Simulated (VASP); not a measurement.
Si10H4Cl: single point with PBEsol

System: Si10H4Cl, a slab with vacuum.

```xyz
30
Lattice="7.6792 0.0000 0.0000 0.0000 7.6792 0.0000 0.0000 0.0000 19.2555" Properties=species:S:1:pos:R:3 pbc="T T T"
H     3.1438    0.0000    1.0000
H     0.6958    0.0000    1.0000
H     6.9834    0.0000    1.0000
H     4.5354    0.0000    1.0000
H     3.1438    3.8396    1.0000
H     0.6958    3.8396    1.0000
H     6.9834    3.8396    1.0000
H     4.5354    3.8396    1.0000
Si    1.9198    0.0000    1.8655
Si    5.7594    0.0000    1.8655
Si    1.9198    3.8396    1.8655
Si    5.7594    3.8396    1.8655
Si    1.9778    1.9223    3.1456
Si    5.8290    1.9100    3.1532
Si    1.9070    5.7606    3.2723
Si    5.7482    5.7454    3.2370
Si    0.0780    1.9004    4.5005
Si    3.8981    1.9015    4.4473
Si   -0.0418    5.7419    4.6528
Si    3.8471    5.7297    4.6393
Si   -0.3057    0.0153    5.9761
Si    3.9356    0.0436    5.8936
Si   -0.0744    3.7497    5.9366
Si    3.8793    3.7302    5.9136
Si    1.8049    0.7473    6.4415
Si    5.6426    0.5716    7.5295
Si    1.8966    3.0428    6.9743
Si    5.7339    2.9907    7.1614
Cl    5.7658    3.9399    9.0195
Cl    1.9614    2.9886    9.0515
```

- Program: VASP 6.6.1
- Task: single point
- Functional: PBEsol
- Potentials or basis: VASP PAW PBE potentials, release 64 (H, Si, Cl)
- Cutoff: 520 eV
- k mesh: 2 × 2 × 1
- Occupations: fermi-dirac, width 0.02 eV
- Spin: no spin polarisation

```
Largest force          : 0.523 eV/Å
Band gap on the k mesh : 0.33 eV (least direct gap 0.70 eV)
```

Forces on the atoms (eV/Å):
```
H   -0.475 -0.105 -0.058
H    0.467 -0.053 -0.031
H   -0.492 -0.118 -0.079
H    0.450 -0.014 -0.028
H   -0.465  0.125 -0.047
H    0.482  0.055 -0.038
H   -0.508  0.089 -0.089
H    0.451 -0.042 -0.026
Si  -0.004 -0.294  0.140
Si   0.089 -0.333  0.027
Si  -0.081  0.337  0.105
Si   0.169  0.149  0.004
Si   0.020  0.008 -0.007
Si   0.024  0.002  0.005
Si  -0.007 -0.003 -0.002
Si   0.002 -0.005 -0.004
Si   0.037 -0.002  0.017
Si   0.016 -0.002 -0.001
Si  -0.004  0.003  0.007
Si  -0.011 -0.001  0.005
Si  -0.044 -0.010  0.015
Si  -0.026  0.008 -0.010
Si   0.000  0.011  0.004
Si  -0.009  0.007  0.007
Si  -0.039  0.005  0.018
Si  -0.039 -0.009 -0.011
Si  -0.011  0.018  0.078
Si  -0.009  0.018  0.023
Cl   0.003 -0.019 -0.039
Cl   0.013  0.176  0.016
```

Levels at points of the mesh, in eV from the valence-band top:
```tsv
k point	band 47	band 48	band 49	band 50	band 51	band 52	band 53	band 54	band 55	band 56
(0.00, 0.00, 0.00)	-1.00	-0.86	-0.61	-0.49	-0.48	0.33	1.06	1.31	1.55	1.76
(0.50, 0.00, 0.00)	-1.11	-0.92	-0.76	-0.73	-0.17	0.80	1.62	1.77	2.02	2.19
(0.00, 0.50, 0.00)	-1.27	-1.19	-0.56	-0.32	-0.30	0.41	1.52	1.70	1.90	1.93
(0.50, 0.50, 0.00)	-1.41	-1.37	-1.17	-0.88	0.00	0.93	1.94	2.01	2.15	2.30
```

Wall time 15 min on 1 thread of Oxide Virtual Turin-like Processor (shared host), peak memory 1 GiB.

Caveat: there is no dipole correction, which matters where the two faces differ; semilocal functionals underestimate gaps, and a narrow one can read as zero; the PAW data sets were made with another functional, which shifts forces and pressure a little.
